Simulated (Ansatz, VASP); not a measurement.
## Two plane-wave programs on NiI3

```
Ni I
1.0
     5.55900    0.00000    0.00000
     0.00000    5.55900    0.00000
     0.00000    0.00000    5.55900
Ni I
1 3
Direct
  0.00000 0.00000 0.00000
  0.50000 0.00000 0.00000
  0.00000 0.00000 0.50000
  0.00000 0.50000 0.00000
```

Alike in both runs: task single point; functional PBE; k mesh 6 × 6 × 6; occupations gaussian, width 0.05 eV; collinear spin; Hubbard terms Ni d U = 6.2 eV.

|  | VASP | Ansatz |
| --- | --- | --- |
| version | VASP 6.6.1 | Ansatz 0.2.0 |
| potentials or method | VASP PAW PBE potentials, release 64 (Ni, I), cutoff 520 eV | scalar-relativistic, plane waves, PAW |
| valence electrons in the cell | 31 | 69 |

```tsv
	VASP	Ansatz	Ansatz less VASP
gap on the k mesh at the Fermi level (eV)	none	none	-
pressure (GPa)	-0.2	0.0	+0.24
net moment per atom (μB)	0.42	0.42	-0.005
size of the moment on the site where the two differ most (μB)	1.69	1.66	-0.034
```

Site moments also hang on the region over which each program counts them. The programs project onto different local orbitals, so the same U acts differently, and such runs can settle in different states. A gap of «none» marks a metal or a gap that the smearing closes. VASP's potentials hold 31 valence electrons a cell and Ansatz's 69, so a difference there can come from the potentials and not from the codes. Ansatz's warnings: filled band counts differ across k points.

Spin-orbit coupling is off throughout.
